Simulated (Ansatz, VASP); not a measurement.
**One calculation of Sn, two programs**

The input INCAR:

```
PREC = Accurate ; ENCUT = 520
EDIFF = 1E-6 ; ISMEAR = 0
SIGMA = 0.1 ; LREAL = False
LASPH = True ; NELM = 60
ALGO = Normal ; ISIF = 2
LWAVE = False ; LCHARG = False
GGA = PE ; NBANDS = 21
```

Contents of KPOINTS:

```
Automatic mesh
0
Gamma
  8 8 8
```

POSCAR

```
Sn
1.0
    0.0000000000      3.3289000152      3.3289000152
    3.3289000152      0.0000000000      3.3289000152
    3.3289000152      3.3289000152      0.0000000000
Sn
2
Direct
    0.5000000000      0.5000000000      0.5000000000
    0.7500000000      0.7500000000      0.7500000000
```

Input for Ansatz:

```yaml
crystal:
  lattice:
    - [0.0, 3.3289000152, 3.3289000152]
    - [3.3289000152, 0.0, 3.3289000152]
    - [3.3289000152, 3.3289000152, 0.0]
  atoms:
    - { symbol: Sn, position: [0.5, 0.5, 0.5] }
    - { symbol: Sn, position: [0.75, 0.75, 0.75] }
hamiltonian:
  xc: pbe
  pseudopotentials:
    kind: paw
    azcp:
      Sn: "pseudopotentials/Sn.paw.azcp"
basis:
  ecutwfc: 420
  fft_grid_basis: typed
kpoints:
  mp_grid: { grid: [8, 8, 8], shift: [0, 0, 0] }
magnetization:
  spin_polarized: false
scf:
  occupations: { method: gaussian, width: 0.1 }
  lower_state_search: "off"
output:
  stress: true
```

Alike in both runs: task single point; functional PBE; k mesh 8 × 8 × 8; occupations gaussian, width 0.1 eV; no spin polarisation.

|  | VASP | Ansatz |
| --- | --- | --- |
| version | VASP 6.6.1 | Ansatz 0.2.0 |
| potentials or method | VASP PAW PBE potentials, release 64 (Sn_d), cutoff 520 eV | plane waves (420 eV) with PAW, scalar-relativistic |
| valence electrons in the cell | 28 | 28 |

VASP gave:

```
pressure (GPa) : -0.1
```

Question: Estimate Ansatz's values.

Answer: Pressure (GPa): 0.0.
